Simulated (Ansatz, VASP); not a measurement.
## Tc in VASP and in Ansatz

Contents of INCAR:

```
PREC = Accurate
ENCUT = 600
EDIFF = 1E-7
ISMEAR = -1
SIGMA = 0.05
LREAL = False
LASPH = True
NELM = 60
ALGO = Normal
ISIF = 3
LWAVE = False
LCHARG = False
GGA = PE
IVDW = 12
IBRION = 2
NSW = 80
EDIFFG = -0.005
```

The input KPOINTS:

```
regular mesh
0
Gamma
  12 12 12
```

Contents of POSCAR:

```
Tc
1.0
    0.0000000000      1.9500000000      1.9500000000
    1.9500000000      0.0000000000      1.9500000000
    1.9500000000      1.9500000000      0.0000000000
Tc
1
Direct
    0.0000000000      0.0000000000      0.0000000000
```

The input input.yaml:

```yaml
crystal:
  lattice:
    - [0.0, 1.95, 1.95]
    - [1.95, 0.0, 1.95]
    - [1.95, 1.95, 0.0]
  atoms:
    - { symbol: Tc, position: [0.0, 0.0, 0.0] }
kpoints:
  mp_grid: { grid: [12, 12, 12] }
scf:
  occupations: { method: fermi_dirac, width: 0.05 }
hamiltonian:
  xc: pbe
  dispersion: d3bj
  pseudopotentials: { kind: all_electron, lapw: { basis_error: 0.001 } }
output:
  forces: true
  stress: true
relax:
  f_tol: 0.005
  max_steps: 60
  cell: {}
```

Alike in both runs: task relaxation of cell and atoms; functional PBE; dispersion D3(BJ); k mesh 12 × 12 × 12; occupations fermi-dirac, width 0.05 eV; no spin polarisation.

|  | VASP | Ansatz |
| --- | --- | --- |
| version | VASP 6.6.1 | Ansatz 0.2.0 |
| potentials or method | VASP PAW PBE potentials, release 64 (Tc_pv), cutoff 600 eV | all-electron LAPW, scalar-relativistic |

|  | VASP | Ansatz | Ansatz less VASP |
| --- | --- | --- | --- |
| relaxed volume (Å³/atom) | 14.13 | 14.16 | +0.026 |
| relaxed cell length with the largest relative difference (Å) | 2.714 | 2.716 | +0.0016 |

Ansatz ran all-electron here, and VASP with PAW potentials.
